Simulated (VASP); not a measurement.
Wanted: the native input for a VASP 6.6.1 run.

| Property | Result |
| --- | --- |
| Task | relaxation of cell and atoms |
| Functional | PBE |
| Potentials or basis | VASP PAW PBE potentials, release 64 (Ni) |
| Cutoff | 600 eV |
| k mesh | 13 × 13 × 13 |
| Occupations | fermi-dirac, width 0.05 eV |
| Spin | collinear spin, ferromagnetic start |
| Starting moments | [1.0] μB |
| Target pressure | 2 GPa |
| Dipole correction | no |
| Further INCAR settings | ALGO = Normal; EDIFF = 1e-07; IBRION = 2; EDIFFG = -0.01; NSW = 60; ISIF = 3 |

The structure of Ni lies in POSCAR:

```
Ni
1.0
    0.0000000000      1.7375729330      1.7375729330
    1.7375729330      0.0000000000      1.7375729330
    1.7375729330      1.7375729330      0.0000000000
Ni
1
Direct
    0.0000000000      0.0000000000      0.0000000000
```

The input as run:

INCAR

```
PREC = Accurate
ENCUT = 600
EDIFF = 1E-7
ISMEAR = -1
SIGMA = 0.05
LREAL = F
LASPH = T
NELM = 150
ALGO = Normal
ISIF = 3
LWAVE = F
LCHARG = F
ISPIN = 2
MAGMOM = 1
LORBIT = 11
LMAXMIX = 4
GGA = PE
IBRION = 2
NSW = 60
EDIFFG = -0.01
PSTRESS = 20.0
```

KPOINTS

```
regular mesh
0
Gamma
  13 13 13
```

Potentials or basis: VASP PAW PBE potentials, release 64 (Ni).

The run is started by

```bash
$ cat potpaw_PBE.64/Ni/POTCAR > POTCAR
$ mpirun -np 1 vasp_std > vasp.out
```

Results of the run:

The relaxed volume is 10.77 Å³/atom and the relaxed cell is a = 2.479 Å, b = 2.479 Å, c = 2.479 Å, α = 60.00°, β = 60.00°, γ = 60.00°. The space group after relaxing (to 0.1 Å) is Fm-3m (No. 225) and the energy change on relaxing (the run minimises the enthalpy) is -8.5 meV/atom. The ionic steps are 3. The pressure after relaxing is 2.0 GPa and the net moment is 0.62 μB per cell. The site moments are Ni +0.64 μB. The valence electrons inside the program's atomic spheres are Ni 9.33.

Caveat: the cell is relaxed towards a set pressure, so the run minimises the enthalpy, not the energy.

Run time: 78 s on 1 thread of Intel Xeon 8259CL, with other jobs on the host, peak memory 0.15 GiB.
